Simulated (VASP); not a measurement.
# BaTiO3 in VASP: a series of runs

BaTiO3 is run at these levels: LDA+U, LDA; tasks: single point.

All numbers are computed with VASP 6.6.1; they aren't measurements. Logs are shortened: lines on timing, memory, paths and dates and some standing lists are left out, and cuts for length are marked.

### Step 1. The cell of the first run

The typed cell holds 10 atoms: a = 3.950 Å, b = 5.586 Å, c = 5.586 Å, α = 90.00°, β = 90.00°, γ = 90.00°.

### Step 2. Single point, LDA+U

The input, INCAR:

```
PREC     = Accurate       # precision mode
ENCUT    = 600            # plane-wave cutoff, eV
EDIFF    = 1E-6           # SCF threshold, eV
ISMEAR   = -1             # smearing method
SIGMA    = 0.05           # smearing width, eV
LREAL    = False          # projectors in reciprocal space
LASPH    = True           # aspherical terms in the spheres
NELM     = 200            # most SCF steps
ALGO     = Normal         # electronic algorithm
ISIF     = 2              # what is computed and relaxed
LWAVE    = False          # write WAVECAR
LCHARG   = False          # write CHGCAR
LMAXMIX  = 4              # l up to which the mixer works
LDAU     = True           # DFT+U
LDAUTYPE = 2            
LDAUL    = -1 2 -1        # shell
LDAUU    = 0 6 0          # U, eV
LDAUJ    = 0 0 0        
LDAUPRINT= 1            
NBANDS   = 51             # bands
GGA_COMPAT= False        
KPAR     = 4
```

The input, KPOINTS:

```
regular mesh
0
Gamma
  7 5 5
```

The input, POSCAR:

```
BaTiO3
1.0
   -2.7931110484     -1.6126047621     -2.2805728458
    2.7931117307     -4.8377991937     -0.0000114702
   -2.7931130158     -1.6125896138      4.5611374219
Ba Ti O
2 2 6
Direct
    0.0042820882      1.0000032555      0.9957509867
    1.0042835253      0.5000108535      0.4957384123
    0.5043397621      1.0000158419      0.4957509013
    0.5042625640      0.5000127652     -0.0042542861
    0.5042402022      0.2499717582      0.7457538849
    0.5042407829      0.7500092576      0.2457146821
    0.5042440315      0.7499759679      0.7457170857
    0.5042426034      0.2500115656      0.2457579180
    1.0042104815     -0.0000054915      0.4957337825
    0.0042539588      0.4999942260     -0.0042633674
```

Potentials or basis: VASP PAW LDA potentials, release 64 (Ba_sv, Ti_sv, O).

Run with:

```bash
$ cat potpaw_LDA.64/Ba_sv/POTCAR potpaw_LDA.64/Ti_sv/POTCAR potpaw_LDA.64/O/POTCAR > POTCAR
$ mpirun -np 4 vasp_std > vasp.out
```

OUTCAR:

```text
PREC = Accurate
   ENCUT = 600
   EDIFF = 1E-6
   ISMEAR = -1
   LREAL = False
   LASPH = True
   NELM = 200
   ISIF = 2

 ion  position               nearest neighbor table
   1  0.004  0.000  0.996-   6 2.79   5 2.79   9 2.79   8 2.79  10 2.79   6 2.79   5 2.79  10 2.79
                             7 2.79   9 2.79   8 2.79   7 2.79   3 3.42   3 3.42   4 3.42   4 3.42
   2  0.004  0.500  0.496-   7 2.79   8 2.79   9 2.79   6 2.79   7 2.79  10 2.79  10 2.79   5 2.79
                             8 2.79   9 2.79   6 2.79   5 2.79   3 3.42   3 3.42   4 3.42   4 3.42
   3  0.504  0.000  0.496-   9 1.97   5 1.97   8 1.97   7 1.98   6 1.98   9 1.98   2 3.42   1 3.42
                             1 3.42   2 3.42   2 3.42   1 3.42   1 3.42   2 3.42
   4  0.504  0.500  0.996-   6 1.97  10 1.97   7 1.97  10 1.98   8 1.98   5 1.98   1 3.42   2 3.42
                             2 3.42   1 3.42   1 3.42   2 3.42   1 3.42   2 3.42
   5  0.504  0.250  0.746-   3 1.97   4 1.98   1 2.79   1 2.79   2 2.79   2 2.79
   6  0.504  0.750  0.246-   4 1.97   3 1.98   1 2.79   2 2.79   1 2.79   2 2.79
   7  0.504  0.750  0.746-   4 1.97   3 1.98   2 2.79   2 2.79   1 2.79   1 2.79
   8  0.504  0.250  0.246-   3 1.97   4 1.98   2 2.79   1 2.79   2 2.79   1 2.79
   9  0.004  1.000  0.496-   3 1.97   3 1.98   2 2.79   1 2.79   2 2.79   1 2.79
  10  0.004  0.500  0.996-   4 1.97   4 1.98   1 2.79   2 2.79   2 2.79   1 2.79

  LATTYP: Found a simple tetragonal cell.
 ALAT       =     5.5862128655
 C/A-ratio  =     0.7071087948

  Lattice vectors:

 A1 = (   2.7931117307,  -4.8377991937,  -0.0000114702)
 A2 = (  -2.7931130158,  -1.6125896138,   4.5611374219)
 A3 = (  -2.7931110484,  -1.6126047621,  -2.2805728458)

Analysis of symmetry for initial positions (statically):
=====================================================================
 Subroutine PRICEL returns:
 Original cell was already a primitive cell.

 Routine SETGRP: Setting up the symmetry group for a
 simple tetragonal supercell.

 Subroutine GETGRP returns: Found  1 space group operations
 (whereof  1 operations were pure point group operations)
 out of a pool of 16 trial point group operations.

The static configuration has the point symmetry C_1 .

Analysis of symmetry for dynamics (positions and initial velocities):
=====================================================================
 Subroutine PRICEL returns:
 Original cell was already a primitive cell.

 Routine SETGRP: Setting up the symmetry group for a
 simple tetragonal supercell.

 Subroutine GETGRP returns: Found  1 space group operations
 (whereof  1 operations were pure point group operations)
 out of a pool of 16 trial point group operations.

The dynamic configuration has the point symmetry C_1 .

 Subroutine INISYM returns: Found  1 space group operations
 (whereof  1 operations are pure point group operations),
 and found     1 'primitive' translations

----------------------------------------------------------------------------------------

                                     Primitive cell

  volume of cell :     123.2649

  direct lattice vectors                    reciprocal lattice vectors
    -2.793111048 -1.612604762 -2.280572846    -0.179011859 -0.103352460 -0.146162107
     2.793111731 -4.837799194 -0.000011470     0.089505907 -0.155029171  0.000000369
    -2.793113016 -1.612589614  4.561137422    -0.089505866 -0.051676713  0.146162373

  length of vectors
     3.950060247  5.586212866  5.586224142     0.253160696  0.179012154  0.179011793

  position of ions in fractional coordinates (direct lattice)
[... 141 lines left out ...]

  0.1474 -0.0000 -0.0000  0.0676 -0.0000
 -0.0000  0.1952 -0.0000 -0.0000  0.0676
 -0.0000 -0.0000  0.0996  0.0000 -0.0000
  0.0676 -0.0000  0.0000  0.1951  0.0000
 -0.0000  0.0676 -0.0000  0.0000  0.1474

spin component  2

  0.1474 -0.0000 -0.0000  0.0676 -0.0000
 -0.0000  0.1952 -0.0000 -0.0000  0.0676
 -0.0000 -0.0000  0.0996  0.0000 -0.0000
  0.0676 -0.0000  0.0000  0.1951  0.0000
 -0.0000  0.0676 -0.0000  0.0000  0.1474

 occupancies and eigenvectors

  o =  0.0996  v = -0.5752  0.2376 -0.5780  0.4068 -0.3363  0.0000  0.0000  0.0000  0.0000  0.0000      0.0000  0.0000  0.0000  0.0000  0.0000  0.0000  0.0000  0.0000  0.0000  0.0000
  o =  0.0996  v =  0.0000  0.0000  0.0000  0.0000  0.0000 -0.5752  0.2376 -0.5780  0.4068 -0.3363      0.0000  0.0000  0.0000  0.0000  0.0000  0.0000  0.0000  0.0000  0.0000  0.0000
  o =  0.0996  v =  0.5776  0.2722 -0.5265 -0.4085 -0.3849  0.0000  0.0000  0.0000  0.0000  0.0000      0.0000  0.0000  0.0000  0.0000  0.0000  0.0000  0.0000  0.0000  0.0000  0.0000
  o =  0.0996  v =  0.0000  0.0000  0.0000  0.0000  0.0000  0.5776  0.2722 -0.5265 -0.4085 -0.3849      0.0000  0.0000  0.0000  0.0000  0.0000  0.0000  0.0000  0.0000  0.0000  0.0000
  o =  0.0996  v =  0.0455 -0.4503 -0.6235 -0.0322  0.6368  0.0000  0.0000  0.0000  0.0000  0.0000      0.0000  0.0000  0.0000  0.0000  0.0000  0.0000  0.0000  0.0000  0.0000  0.0000
  o =  0.0996  v =  0.0000  0.0000  0.0000  0.0000  0.0000  0.0455 -0.4503 -0.6235 -0.0322  0.6368      0.0000  0.0000  0.0000  0.0000  0.0000  0.0000  0.0000  0.0000  0.0000  0.0000
  o =  0.2429  v =  0.0000  0.0000  0.0000  0.0000  0.0000 -0.4858 -0.4413  0.0000 -0.6870 -0.3120      0.0000  0.0000  0.0000  0.0000  0.0000  0.0000  0.0000  0.0000  0.0000  0.0000
  o =  0.2429  v = -0.4858 -0.4413  0.0000 -0.6870 -0.3120  0.0000  0.0000  0.0000  0.0000  0.0000      0.0000  0.0000  0.0000  0.0000  0.0000  0.0000  0.0000  0.0000  0.0000  0.0000
  o =  0.2430  v =  0.3121 -0.6870  0.0001  0.4412 -0.4857  0.0000  0.0000  0.0000  0.0000  0.0000      0.0000  0.0000  0.0000  0.0000  0.0000  0.0000  0.0000  0.0000  0.0000  0.0000
  o =  0.2430  v =  0.0000  0.0000  0.0000  0.0000  0.0000  0.3121 -0.6870  0.0001  0.4412 -0.4857      0.0000  0.0000  0.0000  0.0000  0.0000  0.0000  0.0000  0.0000  0.0000  0.0000

atom =   4  type =  2  l = 2

 onsite density matrix

spin component  1

  0.1474  0.0000 -0.0000  0.0676 -0.0000
  0.0000  0.1952  0.0000 -0.0000  0.0676
 -0.0000  0.0000  0.0996 -0.0000  0.0000
  0.0676 -0.0000 -0.0000  0.1952 -0.0000
 -0.0000  0.0676  0.0000 -0.0000  0.1474

spin component  2

  0.1474  0.0000 -0.0000  0.0676 -0.0000
  0.0000  0.1952  0.0000 -0.0000  0.0676
 -0.0000  0.0000  0.0996 -0.0000  0.0000
  0.0676 -0.0000 -0.0000  0.1952 -0.0000
 -0.0000  0.0676  0.0000 -0.0000  0.1474

 occupancies and eigenvectors

  o =  0.0996  v = -0.5780  0.2393 -0.5721  0.4086 -0.3383  0.0000  0.0000  0.0000  0.0000  0.0000      0.0000  0.0000  0.0000  0.0000  0.0000  0.0000  0.0000  0.0000  0.0000  0.0000
  o =  0.0996  v =  0.0000  0.0000  0.0000  0.0000  0.0000 -0.5780  0.2393 -0.5721  0.4086 -0.3383      0.0000  0.0000  0.0000  0.0000  0.0000  0.0000  0.0000  0.0000  0.0000  0.0000
  o =  0.0996  v = -0.0018 -0.4683 -0.5848  0.0013  0.6623  0.0000  0.0000  0.0000  0.0000  0.0000      0.0000  0.0000  0.0000  0.0000  0.0000  0.0000  0.0000  0.0000  0.0000  0.0000
  o =  0.0996  v =  0.0000  0.0000  0.0000  0.0000  0.0000 -0.0018 -0.4683 -0.5848  0.0013  0.6623      0.0000  0.0000  0.0000  0.0000  0.0000  0.0000  0.0000  0.0000  0.0000  0.0000
  o =  0.0996  v =  0.0000  0.0000  0.0000  0.0000  0.0000  0.5768  0.2382 -0.5751 -0.4078 -0.3369      0.0000  0.0000  0.0000  0.0000  0.0000  0.0000  0.0000  0.0000  0.0000  0.0000
  o =  0.0996  v =  0.5768  0.2382 -0.5751 -0.4078 -0.3369  0.0000  0.0000  0.0000  0.0000  0.0000      0.0000  0.0000  0.0000  0.0000  0.0000  0.0000  0.0000  0.0000  0.0000  0.0000
  o =  0.2429  v =  0.0000  0.0000  0.0000  0.0000  0.0000 -0.5398 -0.2896  0.0000 -0.7634 -0.2048      0.0000  0.0000  0.0000  0.0000  0.0000  0.0000  0.0000  0.0000  0.0000  0.0000
  o =  0.2429  v = -0.5398 -0.2896  0.0000 -0.7634 -0.2048  0.0000  0.0000  0.0000  0.0000  0.0000      0.0000  0.0000  0.0000  0.0000  0.0000  0.0000  0.0000  0.0000  0.0000  0.0000
  o =  0.2430  v =  0.2047 -0.7634 -0.0001  0.2896 -0.5399  0.0000  0.0000  0.0000  0.0000  0.0000      0.0000  0.0000  0.0000  0.0000  0.0000  0.0000  0.0000  0.0000  0.0000  0.0000
  o =  0.2430  v =  0.0000  0.0000  0.0000  0.0000  0.0000  0.2047 -0.7634 -0.0001  0.2896 -0.5399      0.0000  0.0000  0.0000  0.0000  0.0000  0.0000  0.0000  0.0000  0.0000  0.0000

 number of electron      80.0000003 magnetization

 Free energy of the ion-electron system (eV)
  ---------------------------------------------------
  ext. energy  EPLUGINS =         0.00000000
  ---------------------------------------------------
  free energy    TOTEN  =       -80.19583105 eV

  energy without entropy =      -80.19583105  energy(sigma->0) =      -80.19583105

 E-fermi :   5.2801     XC(G=0): -11.9483

 val. band max:        4.0424901658   @ k =   0.4286  -0.0000   0.0000
 cond. band min:       6.5127134296   @ k =   0.0000   0.0000   0.0000
 fundamental gap:      2.4702232639
 Fermi energy:         5.2801455357

 k-point     1 :       0.0000    0.0000    0.0000
  band No.  band energies     occupation
      1     -53.2630      2.00000
      2     -53.2607      2.00000
      3     -29.8808      2.00000
      4     -29.8808      2.00000
      5     -29.8318      2.00000
      6     -29.8318      2.00000
[... 1285 lines left out ...]
     50      10.6151      0.00000
     51      10.7299      0.00000

 [... further k-points ...]
[... 5 lines left out ...]
  --------------------------------------------------------------------------------------
  -------------------------------------------------------------------------------------
  Total        4.2661101      4.2669699      4.2656580     -0.0004985     -0.0001944      0.0002133
  in kB       55.4501957     55.4613712     55.4443191     -0.0064796     -0.0025266      0.0027725
  external PRESSURE =      55.4519620 kB  Pullay stress =       0.0000000 kB

 VOLUME and BASIS-vectors are now :
 -----------------------------------------------------------------------------
  energy-cutoff  :      600.00
  volume of cell :      123.26
      direct lattice vectors                 reciprocal lattice vectors
    -2.793111048 -1.612604762 -2.280572846    -0.179011859 -0.103352460 -0.146162107
     2.793111731 -4.837799194 -0.000011470     0.089505907 -0.155029171  0.000000369
    -2.793113016 -1.612589614  4.561137422    -0.089505866 -0.051676713  0.146162373

 POSITION                                       TOTAL-FORCE (eV/Angst)
 -----------------------------------------------------------------------------------
     -2.79320     -1.61266      4.53199         0.000620      0.000297     -0.000027
     -0.00003     -3.22528      2.25136         0.000226      0.000448      0.000414
     -2.79332     -1.61282      1.11100         0.002475      0.002562      0.001462
     -2.79310     -4.83787      3.39172        -0.000326      0.000807     -0.000483
     -2.79317     -3.22505      2.25153         0.000114     -0.001102      0.000233
      0.00015     -4.83777     -0.02923        -0.000422     -0.000750      0.000669
     -1.39651     -5.64392      2.25134        -0.000121     -0.000466      0.000218
     -1.39652     -2.41896     -0.02903         0.000174     -0.000042     -0.000513
      1.39670     -5.64398      2.25150        -0.002755     -0.001710     -0.001995
     -1.39655     -4.03145      4.53198         0.000015     -0.000044      0.000022
 -----------------------------------------------------------------------------------
    total drift:                               -0.001858     -0.001086     -0.000586

  FREE ENERGIE OF THE ION-ELECTRON SYSTEM (eV)
  ---------------------------------------------------
  free  energy   TOTEN  =       -80.1958310517 eV

  energy  without entropy=      -80.1958310517  energy(sigma->0) =      -80.19583105
```

Wall time 2.6 min (4 MPI ranks of Intel Xeon Platinum 8488C (Sapphire Rapids), shared host); peak memory 0.61 GiB.

What came out:

```yaml
Free_energy: -80.1958 eV
Pressure: 5.5 GPa
Largest_force: 0.004 eV/Å
Band_gap_on_the_k_mesh: 2.47 eV
```

Forces on the atoms (eV/Å):
```
Ba   0.001  0.000  0.000
Ba   0.000  0.000  0.000
Ti   0.002  0.003  0.001
Ti   0.000  0.001  0.000
O    0.000 -0.001  0.000
O    0.000 -0.001  0.001
O    0.000  0.000  0.000
O    0.000  0.000 -0.001
O   -0.003 -0.002 -0.002
O    0.000  0.000  0.000
```

Levels at points of the mesh, in eV from the valence-band top:
```tsv
k point	band 38	band 39	band 40	band 41	band 42	band 43
(0.00, 0.00, 0.00)	-0.16	-0.16	-0.09	2.47	2.47	2.47
```

Eigenvalues of the final occupation matrices:
```csv
site,spin,trace,eigenvalues
site 3 d,1,0.78,0.10 0.10 0.10 0.24 0.24
site 3 d,2,0.78,0.10 0.10 0.10 0.24 0.24
site 4 d,1,0.78,0.10 0.10 0.10 0.24 0.24
site 4 d,2,0.78,0.10 0.10 0.10 0.24 0.24
```

Caveat: the cell stands under pressure; spin-orbit coupling is left out, which moves the levels of the heavy elements. A k mesh can miss the band edges.

[end of part 1 of 2]
